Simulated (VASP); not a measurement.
Input of a VASP 6.6.1 run:

File INCAR:

```
  PREC = Accurate
  ENCUT = 520
  EDIFF = 1E-7
  ISMEAR = 0
  SIGMA = 0.01
  LREAL = False
  LASPH = True
  NELM = 80
  ALGO = Normal
  ISIF = 2
  LWAVE = False
  LCHARG = True
  GGA = PS
  LELF = True
  LVHAR = True
  NBANDS = 28
```

Contents of KPOINTS:

```
regular mesh
0
Gamma
  5 3 4
```

The input POSCAR:

```
SnO
1.0
    3.3550050000      0.0000000000      0.0000000000
    0.0000000000      5.6741040000      0.0000000000
    0.0000000000      0.0000000000      4.2219700000
Sn O
2 2
Direct
    0.0000000000      0.2319089992      0.5155125617
    0.5000000000      0.7680910008      0.0131439991
    0.0000000000      0.8912500000      0.7368570004
    0.5000000000      0.1087500000      0.2368570004
```

Potentials or basis: VASP PAW PBE potentials, release 64 (Sn_d, O).

Launch:

```console
$ cat potpaw_PBE.64/Sn_d/POTCAR potpaw_PBE.64/O/POTCAR > POTCAR
$ mpirun -np 1 vasp_std > vasp.out
```

Task: Predict the pressure.

Result: -2.9 GPa.

Task: Estimate the band gap on the k mesh.

Result: 1.54 eV, indirect (least direct gap 2.12 eV).

Task: Estimate the largest force.

Result: 0.394 eV/Å.

Stress tensor (GPa, compression positive):
```
-3.52  0.00  0.00
 0.00 -2.54 -0.18
 0.00 -0.18 -2.68
```

Caveat: the PAW data sets were made with another functional, which shifts forces and pressure a little; spin-orbit coupling is left out, which moves the levels of the heavy elements. As with any semilocal functional, this PBEsol gap is likely too small.
